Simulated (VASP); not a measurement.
# SnO2 (C2/m) in VASP: notebook

Runs on SnO2. Level: PBE+D3(BJ). Tasks: single point.

Program: VASP 6.6.1. These are calculated values, not measurements. Logs are shortened: lines on timing, memory, paths and dates and some standing lists are left out, and cuts for length are marked.

## Step 1: The cell of the first run

It takes space group C2/m (No. 12, monoclinic). The conventional cell has a = 5.607 Å, b = 3.237 Å, c = 13.519 Å, α = 90.00°, β = 101.97°, γ = 90.00°. Sn (site symmetry 2/m) has 6 O at 2.12 Å within 2.8 Å. Within 2.8 Å of Sn (site symmetry m) lie 6 O at 2.12 Å. Within 2.8 Å of O (site symmetry m) lie 3 Sn at 2.12 Å and 3 O at 2.72 Å. O (site symmetry m) has 3 Sn at 2.12 Å and 3 O at 2.72 Å within 2.8 Å. Within 2.8 Å of O (site symmetry m) lie 3 Sn at 2.12 Å and 3 O at 2.72 Å.

## Step 2: Single point, PBE+D3(BJ)

Input file INCAR:

```
PREC = Accurate ; ENCUT = 520
EDIFF = 1E-7 ; ISMEAR = 0
SIGMA = 0.05 ; LREAL = False
LASPH = True ; NELM = 80
ALGO = Normal ; ISIF = 2
LWAVE = False ; LCHARG = False
GGA = PE ; IVDW = 12
NBANDS = 49
```

Input file KPOINTS:

```
regular mesh
0
Gamma
  9 9 2
```

Input file POSCAR:

```
SnO2
1.0
   -3.2372529198      0.0000000000      0.0000000000
   -1.6186264599     -2.8035432670      0.0000000000
   -2.4279396898     -1.4017716336     13.2254773976
Sn O
3 6
Direct
    0.4232907977      0.4232907977      0.4867517379
    0.9188801189     -0.0811198811      0.1622397622
   -0.0722985234     -0.0722985234      0.8112637135
    0.5480980946      0.5480980946      0.2371371442
    0.5569194522     -0.4430805478      0.8861610955
    0.0525087734      0.0525087734      0.5616491199
    0.2984835009      0.2984835009      0.7363663315
    0.7940728221     -0.2059271779      0.4118543559
    0.2896621432      0.2896621432      0.0873423802
```

Potentials or basis: VASP PAW PBE potentials, release 64 (Sn_d, O).

On the command line:

```
> cat potpaw_PBE.64/Sn_d/POTCAR potpaw_PBE.64/O/POTCAR > POTCAR
> mpirun -np 1 vasp_std > vasp.out
```

OUTCAR:

```text
PREC = Accurate
   ENCUT = 520
   EDIFF = 1E-7
   ISMEAR = 0
   LREAL = False
   LASPH = True
   NELM = 80
   ISIF = 2
   GGA = PE
   IVDW = 12
 IVDW          = 12

 ion  position               nearest neighbor table
   1  0.423  0.423  0.487-   8 2.12   8 2.12   6 2.12   6 2.12   6 2.12   8 2.12
   2  0.919  0.919  0.162-   4 2.12   9 2.12   4 2.12   9 2.12   4 2.12   9 2.12
   3  0.928  0.928  0.811-   5 2.12   5 2.12   7 2.12   7 2.12   7 2.12   5 2.12
   4  0.548  0.548  0.237-   2 2.12   2 2.12   2 2.12
   5  0.557  0.557  0.886-   3 2.12   3 2.12   3 2.12
   6  0.053  0.053  0.562-   1 2.12   1 2.12   1 2.12
   7  0.298  0.298  0.736-   3 2.12   3 2.12   3 2.12
   8  0.794  0.794  0.412-   1 2.12   1 2.12   1 2.12
   9  0.290  0.290  0.087-   2 2.12   2 2.12   2 2.12

  LATTYP: Found a face centered orthorhombic cell.
 ALAT       =     3.2372529198
 B/A-ratio  =     1.7320508076
 C/A-ratio  =     8.1708026684

  Lattice vectors:

 A1 = (  -2.4279396898,  -1.4017716336,  13.2254773976)
 A2 = (  -0.8093132299,   1.4017716334,  13.2254773976)
 A3 = (  -3.2372529198,   0.0000000000,   0.0000000000)

Analysis of symmetry for initial positions (statically):
=====================================================================
 Subroutine PRICEL returns:
 Original cell was already a primitive cell.

 Routine SETGRP: Setting up the symmetry group for a
 face centered orthorhombic supercell.

 Subroutine GETGRP returns: Found  4 space group operations
 (whereof  2 operations were pure point group operations)
 out of a pool of  8 trial point group operations.

The static configuration has the point symmetry C_1h.
 The point group associated with its full space group is C_2h.

Analysis of symmetry for dynamics (positions and initial velocities):
=====================================================================
 Subroutine PRICEL returns:
 Original cell was already a primitive cell.

 Routine SETGRP: Setting up the symmetry group for a
 face centered orthorhombic supercell.

 Subroutine GETGRP returns: Found  4 space group operations
 (whereof  2 operations were pure point group operations)
 out of a pool of  8 trial point group operations.

The dynamic configuration has the point symmetry C_1h.
 The point group associated with its full space group is C_2h.
[... 138 lines left out ...]
   NSW    =      0    number of steps for IOM
   IBRION =     -1    ionic relax: 0-MD 1-quasi-New 2-CG
   NFREE  =      0    steps in history (QN), initial steepest desc. (CG)
   ISIF   =      2    stress and relaxation
   ISYM   =      2    0-nonsym 1-usesym 2-fastsym
   POTIM  = 0.5000    time-step for ionic-motion
   TEBEG  =    0.0;   TEEND  =   0.0 temperature during run
   PSTRESS=    0.0 pullay stress
   NELECT =      78.0000    total number of electrons
   NUPDOWN=      -1.0000    fix difference up-down
   EMIN   =  10.00;   EMAX   =-10.00  energy-range for DOS
   EFERMI =   0.00;   METHOD = LEGACY
   ISMEAR =     0;   SIGMA  =   0.05  broadening in eV -4-tet -1-fermi 0-gaus
   EFERMI_NEDOS =   21; number of points for ismear=-14 and -15
   IALGO  =     38    algorithm
   IMIX   =      4    mixing-type and parameters
     AMIX     =   0.40;   BMIX     =  1.00
     AMIX_MAG =   1.60;   BMIX_MAG =  1.00
  volume/ion in A,a.u.               =      13.34        90.00
  Fermi-wavevector in a.u.,A,eV,Ry     =   1.417995  2.679621 27.357357  2.010709
  Thomas-Fermi vector in A             =   2.539167
   LORBIT       =      0    0 simple, 1 ext, 2 COOP (PROOUT), +10 PAW based schemes
   GGA     = PE    functional components
   LHFCALC =     F    Hartree Fock is set to
   AEXX    =    0.0000 exact exchange contribution
   IVDW    =    12    specifies the selected vdW correction
   LEPSILON=     F    determine dielectric tensor
   LRPA    =     F    only Hartree local field effects (RPA)
 non-spin polarized calculation
 Gauss-broadening in eV      SIGMA  =   0.05
  energy-cutoff  :      520.00
  volume of cell :      120.03
 maximum number of plane-waves:      3268
   NGX = 13   NGY = 13   NGZ = 51

 number of electron      77.9999998 magnetization

 Free energy of the ion-electron system (eV)
  ---------------------------------------------------
  ext. energy  EPLUGINS =         0.00000000
  ---------------------------------------------------
  free energy    TOTEN  =       -54.43344724 eV

  energy without entropy =      -54.43344724  energy(sigma->0) =      -54.43344724

 E-fermi :   4.7842     XC(G=0): -10.5360

 val. band max:        4.5098520738   @ k =   0.1111   0.0000   0.0000
 cond. band min:       6.1277995609   @ k =   0.0000   0.0000   0.0000
 fundamental gap:      1.6179474871
 Fermi energy:         4.7841796223

 k-point     1 :       0.0000    0.0000    0.0000
  band No.  band energies     occupation
      1     -15.7228      2.00000
      2     -15.7203      2.00000
      3     -15.7151      2.00000
      4     -15.4720      2.00000
      5     -15.4719      2.00000
      6     -15.4712      2.00000
[... 1237 lines left out ...]
     48      14.8940      0.00000
     49      15.8849      0.00000

 [... further k-points ...]

------------------------ aborting loop because EDIFF is reached ----------------------------------------

 Edisp (eV)   -1.75554

 E8    (eV) :    -0.6967

  FORCE on cell =-STRESS in cart. coord.  units (eV):
  Direction    XX          YY          ZZ          XY          YZ          ZX
  --------------------------------------------------------------------------------------
  -------------------------------------------------------------------------------------
  Total       0.24825     0.16836     0.86853     0.06919     0.13724     0.23770
  in kB       3.31369     2.24733    11.59314     0.92349     1.83185     3.17287
  external pressure =        5.72 kB  Pullay stress =        0.00 kB

 VOLUME and BASIS-vectors are now :
 -----------------------------------------------------------------------------
  energy-cutoff  :      520.00
  volume of cell :      120.03
      direct lattice vectors                 reciprocal lattice vectors
    -3.237252920  0.000000000  0.000000000    -0.308903884  0.178345741 -0.037805819
    -1.618626460 -2.803543267  0.000000000     0.000000000 -0.356691481 -0.037805819
    -2.427939690 -1.401771634 13.225477398     0.000000000  0.000000000  0.075611637

 POSITION                                       TOTAL-FORCE (eV/Angst)
 -----------------------------------------------------------------------------------
     -3.23725     -1.86903      6.43752         0.000000     -0.000000     -0.000000
     -4.85588     -2.80354      2.14570        -0.013772     -0.007951      0.164582
     -6.47451     -3.73806     10.72935         0.013772      0.007951     -0.164582
     -3.23725     -1.86903      3.13625         0.001392      0.000804      0.057636
     -4.85588     -2.80354     11.71990        -0.109347     -0.063132      0.093498
     -1.61863     -0.93451      7.42808        -0.000062     -0.000036      0.056242
     -3.23725     -1.86903      9.73880        -0.001392     -0.000804     -0.057636
     -4.85588     -2.80354      5.44697         0.000062      0.000036     -0.056242
     -1.61863     -0.93451      1.15514         0.109347      0.063132     -0.093498
 -----------------------------------------------------------------------------------
    total drift:                               -0.000038     -0.000022     -0.000043

  FREE ENERGIE OF THE ION-ELECTRON SYSTEM (eV)
  ---------------------------------------------------
  free  energy   TOTEN  =       -56.1889864297 eV

  energy  without entropy=      -56.1889864297  energy(sigma->0) =      -56.18898643
```

OSZICAR:

```text
N       E                     dE             d eps       ncg     rms          rms(c)
DAV:   1     0.110094621967E+04    0.11009E+04   -0.37545E+04  5582   0.246E+03
DAV:   2     0.150277609842E+03   -0.95067E+03   -0.90020E+03  5188   0.726E+02
DAV:   3    -0.483038578143E+02   -0.19858E+03   -0.19229E+03  5439   0.251E+02
DAV:   4    -0.629328680524E+02   -0.14629E+02   -0.14453E+02  5948   0.755E+01
DAV:   5    -0.633605059790E+02   -0.42764E+00   -0.42699E+00  5749   0.135E+01    0.185E+01
DAV:   6    -0.542883300081E+02    0.90722E+01   -0.30669E+01  7829   0.688E+01    0.707E+00
DAV:   7    -0.544915777003E+02   -0.20325E+00   -0.36622E+00  5520   0.905E+00    0.398E+00
DAV:   8    -0.544467909779E+02    0.44787E-01   -0.38015E-01  7480   0.483E+00    0.112E+00
DAV:   9    -0.544311876104E+02    0.15603E-01   -0.88906E-02  7712   0.349E+00    0.172E-01
DAV:  10    -0.544331493662E+02   -0.19618E-02   -0.11594E-02  6160   0.988E-01    0.900E-02
DAV:  11    -0.544334120192E+02   -0.26265E-03   -0.11300E-03  7208   0.322E-01    0.255E-02
DAV:  12    -0.544334488742E+02   -0.36855E-04   -0.13223E-04  6568   0.726E-02    0.228E-02
DAV:  13    -0.544334474526E+02    0.14215E-05   -0.24933E-05  6600   0.506E-02    0.451E-03
DAV:  14    -0.544334470325E+02    0.42010E-06   -0.33226E-06  7080   0.133E-02    0.176E-03
DAV:  15    -0.544334471930E+02   -0.16050E-06   -0.31397E-07  5168   0.549E-03    0.165E-03
DAV:  16    -0.544334472385E+02   -0.45424E-07   -0.13647E-07  3536   0.382E-03
   1 F= -.56188986E+02 E0= -.56188986E+02  d E =-.898107E-16
```

It took 4.4 min on 1 thread of Intel Xeon Platinum 8124M at 3.00GHz (Skylake/Cascade Lake), shared host; peak memory 0.38 GiB.

Results:

| Quantity | Value |
| --- | --- |
| Free energy | -56.1890 eV |
| Pressure | 0.6 GPa |
| Largest force | 0.165 eV/Å |
| Band gap on the k mesh | 1.62 eV, indirect (least direct gap 1.65 eV) |
| Dispersion energy per atom | -0.195 eV |

Forces in eV/Å, atoms in the order of the input:
```
Sn   0.000  0.000  0.000
Sn  -0.014 -0.008  0.165
Sn   0.014  0.008 -0.165
O    0.001  0.001  0.058
O   -0.109 -0.063  0.093
O    0.000  0.000  0.056
O   -0.001 -0.001 -0.058
O    0.000  0.000 -0.056
O    0.109  0.063 -0.093
```

Levels at points of the mesh, in eV from the valence-band top:
| k point | band 35 | band 36 | band 37 | band 38 | band 39 | band 40 | band 41 | band 42 | band 43 | band 44 |
| --- | --- | --- | --- | --- | --- | --- | --- | --- | --- | --- |
| (0.00, 0.00, 0.00) | -1.13 | -1.10 | -1.07 | -1.06 | -0.03 | 1.62 | 2.89 | 3.11 | 5.47 | 5.55 |
| (0.00, 0.00, 0.50) | -1.10 | -1.07 | -1.07 | -0.62 | -0.52 | 2.11 | 2.24 | 3.38 | 5.41 | 5.67 |

Caveat: spin-orbit coupling is left out, which moves the levels of the heavy elements. A k mesh can miss the band edges.

## Step 3: Single point, PBE+D3(BJ)

This run uses another cell than the first one, of the same volume but with other edges.

Input file INCAR:

```
PREC = Accurate
ENCUT = 520
EDIFF = 1E-7
ISMEAR = 0
SIGMA = 0.05
LREAL = F
LASPH = T
NELM = 60
ALGO = Normal
ISIF = 2
LWAVE = F
LCHARG = F
GGA = PE
IVDW = 12
NBANDS = 49
```

Input file KPOINTS:

```
Automatic mesh
0
Gamma
  9 9 2
```

Input file POSCAR:

```
SnO2
1.0
   -3.2372529198      0.0000000000      0.0000000000
   -1.6186264599     -2.8035432670      0.0000000000
   -0.4855879380     -0.2803543268     13.2254773976
Sn O
3 6
Direct
    0.6179914929      0.6179914929      0.4867517379
    0.9837760238     -0.0162239762      0.1622397622
    0.2522069620      0.2522069620      0.8112637135
    0.6429529522      0.6429529522      0.2371371442
    0.9113838904     -0.0886161096      0.8861610955
    0.2771684213      0.2771684213      0.5616491199
    0.5930300335      0.5930300335      0.7363663315
    0.9588145644     -0.0411854356      0.4118543559
    0.3245990953      0.3245990953      0.0873423802
```

Potentials or basis: VASP PAW PBE potentials, release 64 (Sn_d, O).

On the command line:

```
> cat potpaw_PBE.64/Sn_d/POTCAR potpaw_PBE.64/O/POTCAR > POTCAR
> mpirun -np 1 vasp_std > vasp.out
```

Run time: 4 min. Hardware: 1 thread of Intel Xeon Platinum 8124M at 3.00GHz (Skylake/Cascade Lake), shared host; peak memory 0.37 GiB.

It converged, with:

| Property | Result |
| --- | --- |
| Free energy | -56.2618 eV |
| Pressure | 0.4 GPa |
| Largest force | 0.195 eV/Å |
| Band gap on the k mesh | 1.66 eV, indirect (least direct gap 1.68 eV) |
| Dispersion energy per atom | -0.195 eV |

Forces on the atoms (eV/Å):
```
Sn   0.000  0.000  0.000
Sn   0.017  0.010  0.065
Sn  -0.017 -0.010 -0.065
O    0.005  0.003  0.058
O   -0.022 -0.012  0.193
O    0.000  0.000  0.056
O   -0.005 -0.003 -0.058
O    0.000  0.000 -0.056
O    0.022  0.012 -0.193
```

Stress tensor (GPa, compression positive):
```
 0.35 -0.18  0.23
-0.18  0.56  0.13
 0.23  0.13  0.19
```

Levels at points of the mesh, in eV from the valence-band top:
```
           k point  band 37  band 38  band 39  band 40  band 41  band 42
(0.00, 0.00, 0.00)    -1.04    -1.04    -0.03     1.66     2.93     3.15
(0.00, 0.00, 0.50)    -1.02    -0.64    -0.48     2.14     2.29     3.42
```

Caveat: spin-orbit coupling is left out, which moves the levels of the heavy elements. A k mesh can miss the band edges.

## Step 4: Single point, PBE+D3(BJ)

This run uses another cell than the first one, of 12.73 Å³/atom, 0.955 times its volume.

Input file INCAR:

```
SYSTEM = SnO2
PREC = Accurate ; ENCUT = 520
EDIFF = 1E-6 ; ISMEAR = 0
SIGMA = 0.05 ; LREAL = .FALSE.
LASPH = .TRUE. ; NELM = 80
ALGO = Normal ; ISIF = 2
LWAVE = .FALSE. ; LCHARG = .FALSE.
GGA = PE ; IVDW = 12
NBANDS = 49
```

Input file KPOINTS:

```
Automatic mesh
0
G
  9 9 2
  0 0 0
```

Input file POSCAR:

```
SnO2
1.0
   -3.2372529198      0.0000000000      0.0000000000
   -1.6186264599     -2.8035432670      0.0000000000
   -2.9135276278     -1.6821259603     12.6254773976
Sn O
3 6
Direct
    0.3607364952      0.3607364952      0.5098836190
    0.8980300749     -0.1019699251      0.1699498752
   -0.1765570844     -0.1765570844      0.8498173628
    0.5176227054      0.5176227054      0.2484066022
    0.4430355461     -0.5569644539      0.9282740898
   -0.0196708742     -0.0196708742      0.5883403460
    0.2038502851      0.2038502851      0.7713606359
    0.7411438647     -0.2588561353      0.4314268921
    0.2784374444      0.2784374444      0.0914931483
```

On the command line:

```
> cat potpaw_PBE.64/Sn_d/POTCAR potpaw_PBE.64/O/POTCAR > POTCAR
> mpirun -np 1 vasp_std > vasp.out
```

Wall time 5.2 min (1 thread of Intel Xeon Platinum 8488C (Sapphire Rapids), shared host); peak memory 0.36 GiB.

The run converged. Its results:

```
Free energy                : -55.3359 eV
Pressure                   : 4.2 GPa
Largest force              : 2.408 eV/Å
Band gap on the k mesh     : 0.58 eV, indirect (least direct gap 0.98 eV)
Dispersion energy per atom : -0.206 eV
```

Forces in eV/Å, atoms in the order of the input:
```
Sn   0.000  0.000  0.000
Sn  -0.023 -0.013  0.834
Sn   0.023  0.013 -0.834
O    0.011  0.006  0.039
O   -0.596 -0.344 -2.308
O    0.000  0.000  0.058
O   -0.011 -0.006 -0.039
O    0.000  0.000 -0.058
O    0.596  0.344  2.308
```

Stress tensor (GPa, compression positive):
```
 0.52 -0.06  1.68
-0.06  0.59  0.97
 1.68  0.97 11.59
```

Levels at points of the mesh, in eV from the valence-band top:
| k point | band 36 | band 37 | band 38 | band 39 | band 40 | band 41 | band 42 | band 43 |
| --- | --- | --- | --- | --- | --- | --- | --- | --- |
| (0.00, 0.00, 0.00) | -2.00 | -1.92 | -1.91 | -0.40 | 0.58 | 2.17 | 2.43 | 4.09 |
| (0.00, 0.00, 0.50) | -1.94 | -1.93 | -1.54 | -0.92 | 1.16 | 1.54 | 2.74 | 4.05 |

Caveat: spin-orbit coupling is left out, which moves the levels of the heavy elements; forces of over 1 eV/Å act on the atoms, so gaps and moduli don't describe the material at rest. Expect the measured gap to be larger: semilocal functionals such as PBE lack the derivative discontinuity.

[end of part 1 of 2]
